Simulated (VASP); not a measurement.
Here is a VASP 6.6.1 calculation.

INCAR

```
SYSTEM = Ta
PREC = Accurate ; ENCUT = 520
EDIFF = 1E-6 ; ISMEAR = -1
SIGMA = 0.08 ; LREAL = .FALSE.
LASPH = .TRUE. ; NELM = 60
ALGO = Normal ; ISIF = 2
LWAVE = .FALSE. ; LCHARG = .TRUE.
GGA = PE ; LELF = .TRUE.
LVHAR = .TRUE. ; NBANDS = 18
```

KPOINTS

```
regular mesh
0
G
  19 19 10
  0 0 0
```

File POSCAR:

```
Ta
1.0
    2.3352024407      0.0000000000      0.0000000000
   -1.1676012204      2.0223446366      0.0000000000
    0.0000000000      0.0000000000      3.9143950816
Ta
2
Direct
    0.3333333333      0.6666666667      0.2500000000
    0.6666666667      0.3333333333      0.7500000000
```

Potentials or basis: VASP PAW PBE potentials, release 64 (Ta_pv).

Run with:

```sh
$ cat potpaw_PBE.64/Ta_pv/POTCAR > POTCAR
$ mpirun -np 1 vasp_std > vasp.out
```

Task: Estimate the pressure.

Result: 501.4 GPa.

Task: Predict the band gap on the k mesh.

Result: Zero (band 11 reaches 16.81 eV, above the bottom of band 12 at 11.13 eV).

Stress tensor (GPa, compression positive):
```
501.63   0.00   0.00
  0.00 501.63   0.00
  0.00   0.00 500.81
```

Caveat: spin-orbit coupling is left out, which moves the levels of the heavy elements.
